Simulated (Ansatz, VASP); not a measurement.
## Mg3BeS in VASP and in Ansatz

```xyz
5
Lattice="4.8294 0.0000 0.0000 0.0000 4.8294 0.0000 0.0000 0.0000 4.9845" Properties=species:S:1:pos:R:3 pbc="T T T"
Mg    0.0000    2.4147    2.4245
Mg    2.4147    2.4147    0.2266
Mg    2.4147    0.0000    2.4245
Be    2.4147    2.4147    2.7928
S     0.0000    0.0000    1.3126
```

Change from the starting cell: species swapped into the CeBPt3 type (P4mm, No. 99).

Alike in both runs: functional PBE; k mesh 8 × 8 × 8; occupations gaussian, width 0.1 eV; no spin polarisation.

Ansatz relaxed the structure, and its values are those at the end. VASP's run is a single point on that final structure, the one shown.

```csv
,VASP,Ansatz
version,VASP 6.6.1,Ansatz 0.2.0
potentials or method,"VASP PAW PBE potentials, release 64 (Mg, Be, S), cutoff 520 eV","scalar-relativistic, plane waves, PAW"
valence electrons in the cell,14,38
```

Ansatz gave:

```
gap on the k mesh at the Fermi level (eV) : none
pressure (GPa)                            : 0.0
rms of the force components (eV/Å)        : 0.003
```

Question: What did VASP give for the same quantities?

Answer: gap on the k mesh at the Fermi level (eV): none; pressure (GPa): -0.1; rms of the force components (eV/Å): 0.004.

A gap of «none» marks a metal or a gap that the smearing closes. VASP's potentials hold 14 valence electrons a cell and Ansatz's 38, so a difference there can come from the potentials and not from the codes.
